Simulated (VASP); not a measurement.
# CoO (I4/mmm) in VASP: a series of runs

Aim: see how the results for CoO move with the level of theory and the settings. Levels: PBE, PBEsol, LDA. Tasks: single point.

Program: VASP 6.6.1. These are calculated values, not measurements. Logs are shortened: lines on timing, memory, paths and dates and some standing lists are left out, and cuts for length are marked.

## (1) The cell of the first run

It takes space group I4/mmm (No. 139, tetragonal). Conventional cell: a = 3.016 Å, b = 3.016 Å, c = 4.214 Å, α = 90.00°, β = 90.00°, γ = 90.00°. Within 2.8 Å of Co (site symmetry 4/mmm) lie 6 O at 2.11 to 2.13 Å. O (site symmetry 4/mmm) has 6 Co at 2.11 to 2.13 Å within 2.8 Å.

## (2) Single point, PBE, collinear spin, ferromagnetic start

File INCAR:

```
PREC = Accurate ; ENCUT = 520
EDIFF = 1E-6 ; ISMEAR = -1
SIGMA = 0.05 ; LREAL = F
LASPH = T ; NELM = 150
ALGO = Normal ; ISIF = 2
LWAVE = F ; LCHARG = F
ISPIN = 2 ; MAGMOM = 0.5 0
LORBIT = 11 ; NUPDOWN = 0.5
LMAXMIX = 4 ; GGA = PE
NBANDS = 18
```

File KPOINTS:

```
regular mesh
0
Gamma
  12 12 12
```

File POSCAR:

```
CoO
1.0
   -1.5080000000      1.5080000000      2.1072475377
    1.5080000000     -1.5080000000      2.1072475377
    1.5080000000      1.5080000000     -2.1072475377
Co O
1 1
Direct
    0.0000000000      0.0000000000      0.0000000000
    0.5000000000      0.5000000000      0.0000000000
```

Potentials or basis: VASP PAW PBE potentials, release 64 (Co, O).

The run is started by

```sh
$ cat potpaw_PBE.64/Co/POTCAR potpaw_PBE.64/O/POTCAR > POTCAR
$ mpirun -np 1 vasp_std > vasp.out
```

OUTCAR:

```text
PREC = Accurate
   ENCUT = 520
   EDIFF = 1E-6
   ISMEAR = -1
   LREAL = F
   LASPH = T
   NELM = 150
   ISIF = 2
   ISPIN = 2
   LORBIT = 11
   NUPDOWN = 0.5
   GGA = PE

 ion  position               nearest neighbor table
   1  0.000  0.000  0.000-   2 2.11   2 2.11   2 2.13   2 2.13   2 2.13   2 2.13
   2  0.500  0.500  0.000-   1 2.11   1 2.11   1 2.13   1 2.13   1 2.13   1 2.13

  LATTYP: Found a body centered tetragonal cell.
 ALAT       =     3.0160000000
 C/A-ratio  =     1.3973790038

  Lattice vectors:

 A1 = (  -1.5080000000,   1.5080000000,   2.1072475377)
 A2 = (   1.5080000000,  -1.5080000000,   2.1072475377)
 A3 = (   1.5080000000,   1.5080000000,  -2.1072475377)

Analysis of symmetry for initial positions (statically):
=====================================================================
 Subroutine PRICEL returns:
 Original cell was already a primitive cell.

 Routine SETGRP: Setting up the symmetry group for a
 body centered tetragonal supercell.

 Subroutine GETGRP returns: Found 16 space group operations
 (whereof 16 operations were pure point group operations)
 out of a pool of 16 trial point group operations.

The static configuration has the point symmetry D_4h.

Analysis of symmetry for dynamics (positions and initial velocities):
=====================================================================
 Subroutine PRICEL returns:
 Original cell was already a primitive cell.

 Routine SETGRP: Setting up the symmetry group for a
 body centered tetragonal supercell.

 Subroutine GETGRP returns: Found 16 space group operations
 (whereof 16 operations were pure point group operations)
 out of a pool of 16 trial point group operations.

The dynamic configuration has the point symmetry D_4h.

Analysis of structural, dynamic, and magnetic symmetry:
=====================================================================
 Subroutine PRICEL returns:
 Original cell was already a primitive cell.

 Routine SETGRP: Setting up the symmetry group for a
 body centered tetragonal supercell.

 Subroutine GETGRP returns: Found 16 space group operations
 (whereof 16 operations were pure point group operations)
 out of a pool of 16 trial point group operations.

The overall configuration has the point symmetry D_4h.

 Subroutine INISYM returns: Found 16 space group operations
 (whereof 16 operations are pure point group operations),
 and found     1 'primitive' translations

----------------------------------------------------------------------------------------

                                     Primitive cell

  volume of cell :      19.1681

  direct lattice vectors                    reciprocal lattice vectors
    -1.508000000  1.508000000  2.107247538     0.000000000  0.331564987  0.237276348
     1.508000000 -1.508000000  2.107247538     0.331564987  0.000000000  0.237276348
     1.508000000  1.508000000 -2.107247538     0.331564987  0.331564987  0.000000000

  length of vectors
     2.998102764  2.998102764  2.998102764     0.407719764  0.407719764  0.468903701

  position of ions in fractional coordinates (direct lattice)
     0.000000000  0.000000000  0.000000000
     0.500000000  0.500000000  0.000000000

  ion indices of the primitive-cell ions
   primitive index   ion index
                 1           1
                 2           2

----------------------------------------------------------------------------------------

 KPOINTS: regular mesh

Automatic generation of k-mesh.
 Grid dimensions read from file:
 generate k-points for:   12   12   12

 Generating k-lattice:

  Cartesian coordinates                     Fractional coordinates (reciprocal lattice)
     0.000000000  0.027630416  0.019773029     0.083333333  0.000000000 -0.000000000
     0.027630416  0.000000000  0.019773029     0.000000000  0.083333333 -0.000000000
     0.027630416  0.027630416  0.000000000     0.000000000  0.000000000  0.083333333

  Length of vectors
     0.033976647  0.033976647  0.039075308

  Shift w.r.t. Gamma in fractional coordinates (k-lattice)
     0.000000000  0.000000000  0.000000000

 Subroutine IBZKPT returns following result:
 ===========================================

 Found    163 irreducible k-points:

 Following reciprocal coordinates:
            Coordinates               Weight
  0.000000  0.000000  0.000000      1.000000
  0.083333  0.000000 -0.000000      8.000000
  0.166667  0.000000 -0.000000      8.000000
  0.250000  0.000000 -0.000000      8.000000
  0.333333  0.000000 -0.000000      8.000000
  0.416667  0.000000 -0.000000      8.000000
[... 16 lines left out ...]
  0.500000  0.166667 -0.000000     16.000000
 -0.416667  0.166667  0.000000     16.000000
 [... further k-points ...]
   k-points           NKPTS =    163   k-points in BZ     NKDIM =    163   number of bands    NBANDS=     18
   number of dos      NEDOS =    301   number of ions     NIONS =      2
   total plane-waves  NPLWV =  13824
   dimension x,y,z NGX =    24 NGY =   24 NGZ =   24
   dimension x,y,z NGXF=    48 NGYF=   48 NGZF=   48
   ions per type =               1   1
   NGX,Y,Z   is equivalent  to a cutoff of  13.31, 13.31, 13.31 a.u.
   NGXF,Y,Z  is equivalent  to a cutoff of  26.62, 26.62, 26.62 a.u.
 SYSTEM =  unknown system
   PREC   = accura    normal or accurate (medium, high low for compatibility)
   ISTART =      0    job   : 0-new  1-cont  2-samecut
   ICHARG =      2    charge: 1-file 2-atom 10-const
   ISPIN  =      2    spin polarized calculation?
   LNONCOLLINEAR =      F non collinear calculations
   LSORBIT =      F    spin-orbit coupling
   LASPH  =      T    aspherical Exc in radial PAW
   ENCUT  =  520.0 eV  38.22 Ry    6.18 a.u.   5.57  5.57  5.57*2*pi/ulx,y,z
   NELM   =    150;   NELMIN=  2; NELMDL= -5     # of ELM steps
   EDIFF  = 0.1E-05   stopping-criterion for ELM
   LREAL  =      F    real-space projection
   EDIFFG = 0.1E-04   stopping-criterion for IOM
   NSW    =      0    number of steps for IOM
   IBRION =     -1    ionic relax: 0-MD 1-quasi-New 2-CG
   NFREE  =      0    steps in history (QN), initial steepest desc. (CG)
   ISIF   =      2    stress and relaxation
   ISYM   =      2    0-nonsym 1-usesym 2-fastsym
   POTIM  = 0.5000    time-step for ionic-motion
   TEBEG  =    0.0;   TEEND  =   0.0 temperature during run
   PSTRESS=    0.0 pullay stress
   NELECT =      15.0000    total number of electrons
   NUPDOWN=       0.5000    fix difference up-down
   EMIN   =  10.00;   EMAX   =-10.00  energy-range for DOS
   EFERMI =   0.00;   METHOD = LEGACY
   ISMEAR =    -1;   SIGMA  =   0.05  broadening in eV -4-tet -1-fermi 0-gaus
   EFERMI_NEDOS =   21; number of points for ismear=-14 and -15
   IALGO  =     38    algorithm
   IMIX   =      4    mixing-type and parameters
     AMIX     =   0.40;   BMIX     =  1.00
     AMIX_MAG =   1.60;   BMIX_MAG =  1.00
  volume/ion in A,a.u.               =       9.58        64.68
  Fermi-wavevector in a.u.,A,eV,Ry     =   1.508618  2.850874 30.965868  2.275927
  Thomas-Fermi vector in A             =   2.619048
   LORBIT       =     11    0 simple, 1 ext, 2 COOP (PROOUT), +10 PAW based schemes
   GGA     = PE    functional components
   LHFCALC =     F    Hartree Fock is set to
   AEXX    =    0.0000 exact exchange contribution
   IVDW    =     0    specifies the selected vdW correction
   LEPSILON=     F    determine dielectric tensor
   LRPA    =     F    only Hartree local field effects (RPA)
 spin polarized calculation
  energy-cutoff  :      520.00
  volume of cell :       19.17
 maximum number of plane-waves:       533
 NGX is ok and might be reduce to    24
   NGX = 11   NGY = 11   NGZ = 11

 number of electron      15.0000006 magnetization       0.5000000

 Free energy of the ion-electron system (eV)
  ---------------------------------------------------
  ext. energy  EPLUGINS =         0.00000000
  ---------------------------------------------------
  free energy    TOTEN  =       -12.66357516 eV

  energy without entropy =      -12.64030809  energy(sigma->0) =      -12.65194162

 E-fermi :   8.0575     XC(G=0): -12.4643

 val. band max:        8.0473762154   @ k =  -0.1667  -0.1667   0.1667
 cond. band min:       7.6786766378   @ k =  -0.2500  -0.3333   0.2500
 fundamental gap:     -0.3686995776
 Fermi energy:         7.6461024030

 spin component 1

 k-point     1 :       0.0000    0.0000    0.0000
  band No.  band energies     occupation
      1     -12.5191      1.00000
      2       4.5068      1.00000
      3       4.5473      1.00000
      4       4.5473      1.00000
      5       6.2944      1.00000
      6       6.2944      1.00000
[... 10 lines left out ...]
     17      30.4009      0.00000
     18      33.1146      0.00000

 k-point     2 :       0.0833    0.0000   -0.0000
  band No.  band energies     occupation
      1     -12.4490      1.00000
      2       3.9921      1.00000
      3       4.2183      1.00000
      4       4.2443      1.00000
      5       6.3513      1.00000
      6       6.3793      1.00000
[... 10 lines left out ...]
     17      31.0234      0.00000
     18      34.3025      0.00000

 k-point     3 :       0.1667    0.0000   -0.0000
  band No.  band energies     occupation
      1     -12.2509      1.00000
      2       2.8955      1.00000
      3       3.6520      1.00000
      4       3.6808      1.00000
      5       6.5035      1.00000
      6       6.5314      1.00000
[... 10 lines left out ...]
     17      33.1438      0.00000
     18      36.3713      0.00000

 k-point     4 :       0.2500    0.0000   -0.0000
  band No.  band energies     occupation
      1     -11.9642      1.00000
      2       1.7396      1.00000
      3       3.1114      1.00000
      4       3.1425      1.00000
      5       6.7188      1.00000
      6       6.7382      1.00000
[... 375 lines left out ...]
      4       2.4051      1.00000
      5       7.0067      1.00000
      6       7.1704      0.99993
[... 10 lines left out ...]
     17      35.7987      0.00000
     18      37.2746      0.00000

 k-point    23 :       0.5000    0.1667   -0.0000
  band No.  band energies     occupation
      1     -11.3169      1.00000
      2       0.3537      1.00000
      3       2.1783      1.00000
      4       2.5404      1.00000
      5       6.8002      1.00000
      6       7.2363      0.99972
[... 10 lines left out ...]
     17      35.0373      0.00000
     18      36.7415      0.00000

 k-point    24 :      -0.4167    0.1667    0.0000
  band No.  band energies     occupation
      1     -11.4863      1.00000
      2       0.7005      1.00000
      3       2.4271      1.00000
      4       2.8228      1.00000
      5       6.5044      1.00000
      6       7.1692      0.99993
[... 10 lines left out ...]
     17      35.4623      0.00000
     18      37.0397      0.00000

 [... further k-points ...]

 spin component 2

 k-point     1 :       0.0000    0.0000    0.0000
  band No.  band energies     occupation
      1     -12.5460      1.00000
      2       4.4698      1.00000
      3       4.5084      1.00000
      4       4.5084      1.00000
      5       6.5234      1.00000
      6       6.5234      1.00000
[... 10 lines left out ...]
     17      30.5939      0.00000
     18      33.3756      0.00000

 k-point     2 :       0.0833    0.0000   -0.0000
  band No.  band energies     occupation
      1     -12.4765      1.00000
      2       3.9745      1.00000
      3       4.2627      1.00000
      4       4.2868      1.00000
      5       6.6036      1.00000
      6       6.6202      1.00000
[... 10 lines left out ...]
     17      31.1889      0.00000
     18      34.5500      0.00000

 k-point     3 :       0.1667    0.0000   -0.0000
  band No.  band energies     occupation
      1     -12.2803      1.00000
      2       2.8975      1.00000
      3       3.7886      1.00000
      4       3.8136      1.00000
      5       6.7831      1.00000
      6       6.7994      1.00000
[... 10 lines left out ...]
     17      33.2565      0.00000
     18      36.6080      0.00000

 k-point     4 :       0.2500    0.0000   -0.0000
  band No.  band energies     occupation
      1     -11.9964      1.00000
      2       1.7531      1.00000
      3       3.2968      1.00000
      4       3.3229      1.00000
      5       7.0099      1.00000
      6       7.0190      1.00000
[... 375 lines left out ...]
      4       2.6165      1.00000
      5       7.3359      1.00000
      6       7.4405      1.00000
[... 10 lines left out ...]
     17      35.8818      0.00000
     18      37.4079      0.00000

 k-point    23 :       0.5000    0.1667   -0.0000
  band No.  band energies     occupation
      1     -11.3538      1.00000
      2       0.3770      1.00000
      3       2.3304      1.00000
      4       2.7274      1.00000
      5       7.0756      1.00000
      6       7.5315      0.99997
[... 10 lines left out ...]
     17      35.1246      0.00000
     18      36.8886      0.00000

 k-point    24 :      -0.4167    0.1667    0.0000
  band No.  band energies     occupation
      1     -11.5213      1.00000
      2       0.7349      1.00000
      3       2.5750      1.00000
      4       2.9741      1.00000
      5       6.7516      1.00000
      6       7.5209      0.99998
[... 10 lines left out ...]
     17      35.5708      0.00000
     18      37.1568      0.00000

 [... further k-points ...]
[... 5 lines left out ...]
  --------------------------------------------------------------------------------------
  -------------------------------------------------------------------------------------
  Total       -2.0757969     -2.0757969     -1.9822649      0.0000000     -0.0000000      0.0000000
  in kB     -173.5070876   -173.5070876   -165.6891361      0.0000000     -0.0000000      0.0000000
  external PRESSURE =    -170.9011038 kB  Pullay stress =       0.0000000 kB

 VOLUME and BASIS-vectors are now :
 -----------------------------------------------------------------------------
  energy-cutoff  :      520.00
  volume of cell :       19.17
      direct lattice vectors                 reciprocal lattice vectors
    -1.508000000  1.508000000  2.107247538     0.000000000  0.331564987  0.237276348
     1.508000000 -1.508000000  2.107247538     0.331564987  0.000000000  0.237276348
     1.508000000  1.508000000 -2.107247538     0.331564987  0.331564987  0.000000000

 POSITION                                       TOTAL-FORCE (eV/Angst)
 -----------------------------------------------------------------------------------
      0.00000      0.00000      0.00000         0.000000      0.000000      0.000000
      0.00000      0.00000      2.10725         0.000000     -0.000000     -0.000000
 -----------------------------------------------------------------------------------
    total drift:                               -0.000000      0.000000     -0.000000

  FREE ENERGIE OF THE ION-ELECTRON SYSTEM (eV)
  ---------------------------------------------------
  free  energy   TOTEN  =       -12.6635751584 eV

  energy  without entropy=      -12.6403080908  energy(sigma->0) =      -12.65194162

 total charge

# of ion       s       p       d       tot
------------------------------------------
    1        0.276   0.329   7.312   7.916
    2        1.559   3.364   0.000   4.924
--------------------------------------------------
tot          1.835   3.693   7.312  12.840

 magnetization (x)

# of ion       s       p       d       tot
------------------------------------------
    1        0.008   0.004   0.510   0.523
    2        0.012  -0.040   0.000  -0.028
--------------------------------------------------
tot          0.020  -0.036   0.510   0.494
```

It took 3.2 min on 1 thread of AMD EPYC 7R43 (Zen 3), shared host; peak memory 0.17 GiB.

Results:

* Free energy: -12.6636 eV
* Pressure: -17.1 GPa
* Net moment: 0.50 μB per cell
* Site moments: Co +0.52; O -0.03 μB
* Valence electrons inside the program's atomic spheres: Co 7.92; O 4.92

Caveat: the total moment is fixed, so each spin has its own Fermi level; a cell with one magnetic atom can't hold antiferromagnetic order, which such compounds often take.

[end of part 1 of 3]
